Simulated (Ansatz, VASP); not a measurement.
## Two plane-wave programs on LiTaO2

The input INCAR:

```
PREC     = Accurate       # precision mode
ENCUT    = 520            # plane-wave cutoff, eV
EDIFF    = 1E-7           # SCF threshold, eV
ISMEAR   = 0              # smearing method
SIGMA    = 0.1            # smearing width, eV
LREAL    = F              # projectors in reciprocal space
LASPH    = T              # aspherical terms in the spheres
NELM     = 150            # most SCF steps
ALGO     = Normal         # electronic algorithm
ISIF     = 2              # what is computed and relaxed
LWAVE    = F              # write WAVECAR
LCHARG   = F              # write CHGCAR
ISPIN    = 2              # spin polarisation
MAGMOM   = 0 1 0 0        # initial moments
LORBIT   = 11             # projections on sites
LMAXMIX  = 4              # l up to which the mixer works
GGA      = PE             # functional
NBANDS   = 25             # bands
```

Contents of KPOINTS:

```
regular mesh
0
Gamma
  6 6 4
```

POSCAR

```
LiTaO2
1.0
    2.8857165678      0.0000000000      0.0000000000
    0.0000000000      3.0800573103      0.0000000000
    0.0000000000      0.0000000000      5.4463819714
Li Ta O
1 1 2
Direct
    0.5000000000      0.5000000000      0.5000000000
    0.0000000000      0.0000000000      0.0000000000
    0.0000000000      0.5000000000      0.2436727195
    0.0000000000      0.5000000000      0.7563272805
```

Input for Ansatz:

```yaml
crystal:
  lattice:
    - [2.8857165678, 0.0, 0.0]
    - [0.0, 3.0800573103, 0.0]
    - [0.0, 0.0, 5.4463819714]
  atoms:
    - { symbol: Li, position: [0.5, 0.5, 0.5] }
    - { symbol: Ta, position: [0.0, 0.0, 0.0], spin: 1.0 }
    - { symbol: O, position: [0.0, 0.5, 0.2436727195] }
    - { symbol: O, position: [0.0, 0.5, 0.7563272805] }
basis:
  ecutwfc: 420
kpoints:
  mp_grid: { grid: [6, 6, 4] }
hamiltonian:
  xc: pbe
scf:
  occupations: { method: gaussian, width: 0.1 }
  lower_state_search: "off"
output:
  forces: true
  stress: true
  eigenvalues: true
  populations: true
magnetization:
  spin_polarized: true
```

Change from the starting cell: species swapped into the CuAgO2 type (Pmmm, No. 47).

Alike in both runs: task single point; functional PBE; k mesh 6 × 6 × 4; occupations gaussian, width 0.1 eV; collinear spin.

|  | VASP | Ansatz |
| --- | --- | --- |
| version | VASP 6.6.1 | Ansatz 0.2.0 |
| potentials or method | VASP PAW PBE potentials, release 64 (Li_sv, Ta_pv, O), cutoff 520 eV | scalar-relativistic, plane waves, PAW |
| valence electrons in the cell | 26 | 28 |

```tsv
	VASP	Ansatz	Ansatz less VASP
gap on the k mesh at the Fermi level (eV)	none	none	-
rms of the force components (eV/Å)	0.022	0.003	-0.0195
net moment per atom (μB)	0.00	0.00	0.000
```

Atom by atom the forces differ by 0.025 eV/Å (rms over components). A gap of «none» marks a metal or a gap that the smearing closes. VASP's potentials hold 26 valence electrons a cell and Ansatz's 28, so a difference there can come from the potentials and not from the codes. Ansatz's warnings: seeded moment not kept.

The k mesh is coarse, so the values compare programs but aren't converged. Spin-orbit coupling is off throughout. Noted on VASP's run: the cutoff is under 1.25 times that of the potentials, so the pressure is a little rough.
